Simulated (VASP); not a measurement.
Crystal: MgS.

```
S Mg
1.0
     0.00000    2.81411    2.81411
     2.81411    0.00000    2.81411
     2.81411    2.81411    0.00000
S Mg
1 1
Direct
  0.25000 0.25000 0.25000
  0.00000 0.00000 0.00000
```

Base run:

| Item | Value |
| --- | --- |
| Program | VASP 6.6.1 |
| Functional | PBE0 |
| Potentials or basis | VASP PAW PBE potentials, release 64 (S, Mg) |
| Cutoff | 520 eV |
| k mesh | 6 × 6 × 6 |
| Occupations | fermi-dirac, width 0.05 eV |
| Spin | no spin polarisation |

Its results: band gap on the k mesh 5.30 eV, direct; pressure 0.9 GPa.

Task: The run is repeated on the same cell with these changes: functional from PBE0 to HSE06. What comes out?

Result: Band gap on the k mesh 4.61 eV, direct; pressure 1.0 GPa.

Caveats: the PAW data sets were made with another functional, which shifts forces and pressure a little.

A k mesh can miss the band edges.
